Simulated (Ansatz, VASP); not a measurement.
One calculation of HfH5, two programs

```
Hf H
1.0
     7.74103    0.00000    0.00000
    -3.87052    6.70393    0.00000
     0.00000    0.00000    3.31902
Hf H
1 5
Direct
  0.00000 0.00000 0.00000
  0.66667 0.33333 0.61297
  0.66667 0.33333 0.38703
  0.86246 0.13754 0.00000
  0.86246 0.72493 0.00000
  0.27507 0.13754 0.00000
```

Alike in both runs: functional PBE; k mesh 3 × 3 × 6; occupations gaussian, width 0.1 eV; no spin polarisation.

Ansatz relaxed the structure, and its values are those at the end. VASP's run is a single point on that final structure, the one shown.

|  | VASP | Ansatz |
| --- | --- | --- |
| version | VASP 6.6.1 | Ansatz 0.2.0 |
| potentials or method | VASP PAW PBE potentials, release 64 (Hf_pv, H), cutoff 520 eV | scalar-relativistic, plane waves, PAW |
| valence electrons in the cell | 15 | 31 |

|  | VASP | Ansatz | Ansatz less VASP |
| --- | --- | --- | --- |
| gap on the k mesh at the Fermi level (eV) | none | none | - |
| pressure (GPa) | 0.0 | 0.1 | +0.09 |
| rms of the force components (eV/Å) | 0.022 | 0.018 | -0.0039 |

A gap of «none» marks a metal or a gap that the smearing closes. VASP's potentials hold 15 valence electrons a cell and Ansatz's 31, so a difference there can come from the potentials and not from the codes.

Neither program's run includes spin-orbit coupling.
